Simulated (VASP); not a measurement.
## Al8N7 (a cell with a defect): single point with PBE

The system is Al8N7 (a cell with a defect).

```
CELL_PARAMETERS angstrom
0.00000 4.07053 -4.07053
4.07053 4.07053 0.00000
4.07053 0.00000 -4.07053
ATOMIC_POSITIONS crystal
Al 0.25000 0.75000 0.25000
Al 0.25000 0.25000 0.25000
Al 0.75000 0.75000 0.25000
Al 0.75000 0.25000 0.25000
Al 0.25000 0.75000 0.75000
Al 0.25000 0.25000 0.75000
Al 0.75000 0.75000 0.75000
Al 0.75000 0.25000 0.75000
N 0.50000 0.87500 0.00000
N 0.00000 0.50000 0.00000
N 0.00000 0.00000 0.00000
N 0.50000 0.50000 0.50000
N 0.50000 0.00000 0.50000
N 0.00000 0.50000 0.50000
N 0.00000 0.00000 0.50000
```

This cell differs from its parent crystal: atom 9 moved 0.250 of the way to it and +0.000 Å across, host rigid.

| Quantity | Value |
| --- | --- |
| Program | VASP 6.6.1 |
| Task | single point |
| Functional | PBE |
| Potentials or basis | VASP PAW PBE potentials, release 64 (Al, N) |
| Cutoff | 520 eV |
| k mesh | 4 × 4 × 4 |
| Occupations | gaussian, width 0.05 eV |
| Spin | no spin polarisation |
| Dipole correction | no |
| Charge | 3 |
| Further INCAR settings | LREAL = Auto; ALGO = Normal; EDIFF = 1e-06; NBANDS = 42; NELECT = 56.0 |

```
Largest force : 8.600 eV/Å
```

Forces on the atoms (eV/Å):
```
Al   4.804 -7.134  0.000
Al   1.260 -3.009  0.000
Al  -0.404 -0.404 -0.544
Al  -0.042 -0.042 -2.818
Al  -0.042 -0.042  2.818
Al  -0.404 -0.404  0.544
Al  -7.134  4.804  0.000
Al  -3.009  1.260  0.000
N    5.808  5.808  0.000
N   -0.790  0.261 -1.393
N    0.261 -0.790  1.393
N    0.261 -0.790 -1.393
N   -0.790  0.261  1.393
N    0.080  0.080  0.000
N    0.139  0.139  0.000
```

Levels at points of the mesh, in eV from the Fermi level:
```
           k point  band 25  band 26  band 27  band 28  band 29  band 30  band 31  band 32
(0.00, 0.00, 0.00)    -0.59    -0.58    -0.06     0.20     0.27     4.04     5.48     5.56
(0.50, 0.00, 0.00)    -0.93    -0.68    -0.11     0.02     0.02     2.33     4.64     5.40
(0.00, 0.50, 0.00)    -0.73    -0.71    -0.38    -0.38     0.17     2.43     4.65     5.44
(0.50, 0.50, 0.00)    -0.83    -0.72    -0.69    -0.28     0.68     2.44     3.93     4.64
(0.50, 0.00, 0.50)    -1.05    -0.70    -0.64    -0.43     0.32     2.07     4.47     4.80
```

Run time: 120 s on 1 thread of Intel(R) Xeon(R) 6975P-C (Granite Rapids) (shared host), peak memory 0.32 GiB.

Caveat: the cell carries a net charge on a neutralising background, which shifts energy and pressure; the cell differs from its parent crystal (atom 9 moved 0.250 of the way to it and +0.000 Å across, host rigid); the cell is charged against a uniform background, so pressure and absolute levels hang on convention.
